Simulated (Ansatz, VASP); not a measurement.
Ge in VASP and in Ansatz

INCAR

```
PREC = Accurate
ENCUT = 500
EDIFF = 1E-6
ISMEAR = -1
SIGMA = 0.05
LREAL = F
LASPH = T
NELM = 120
ALGO = Normal
ISIF = 2
LWAVE = F
LCHARG = F
GGA = CA
NBANDS = 21
GGA_COMPAT = F
```

KPOINTS

```
Automatic mesh
0
Gamma
  13 13 13
```

Contents of POSCAR:

```
Ge
1.0
    0.0000000000      2.0711916755      2.0711916755
    2.0711916755      0.0000000000      2.0711916755
    2.0711916755      2.0711916755      0.0000000000
Ge
2
Direct
   -0.1250000000     -0.1250000000     -0.1250000000
    0.1250000000      0.1250000000      0.1250000000
```

Input for Ansatz:

```yaml
crystal:
  lattice:
    - [0.0, 2.0711916755, 2.0711916755]
    - [2.0711916755, 0.0, 2.0711916755]
    - [2.0711916755, 2.0711916755, 0.0]
  atoms:
    - { symbol: Ge, position: [-0.125, -0.125, -0.125] }
    - { symbol: Ge, position: [0.125, 0.125, 0.125] }
kpoints:
  mp_grid: { grid: [13, 13, 13] }
  band_path:
    path:
      - [0.0, 0.0, 0.0]
      - [0.5, 0.0, 0.5]
      - [0.625, 0.25, 0.625]
      - [0.375, 0.375, 0.75]
      - [0.0, 0.0, 0.0]
      - [0.5, 0.5, 0.5]
      - [0.5, 0.25, 0.75]
      - [0.5, 0.0, 0.5]
    npoints: 8
scf:
  occupations: { method: fermi_dirac, width: 0.05 }
hamiltonian:
  xc: lda
  pseudopotentials: { kind: paw }
output:
  forces: true
  stress: true
  eigenvalues: true
  populations: true
  dos: { projected: true, de: 0.2, e_range: [-14, 8] }
```

Change from the starting cell: volume scaled by 0.4, PAW files.

Alike in both runs: task single point; functional LDA; k mesh 13 × 13 × 13; occupations fermi-dirac, width 0.05 eV; no spin polarisation.

```csv
,VASP,Ansatz
version,VASP 6.6.1,Ansatz 0.2.0
potentials or method,"VASP PAW LDA potentials, release 64 (Ge_d)","PAW with Ansatz's default frozen-core files, scalar-relativistic"
plane-wave cutoff (eV),500,420
valence electrons in the cell,28,28
```

|  | VASP | Ansatz | Ansatz less VASP |
| --- | --- | --- | --- |
| pressure (GPa) | 537.3 | 488.3 | -49.01 |

LDA's correlation is that of Perdew and Zunger in VASP and of Perdew and Wang (1992) in Ansatz. Both programs put the cell under a high pressure, so it lies far from rest at this level.

Noted on VASP's run: the cell as given lies far from equilibrium.
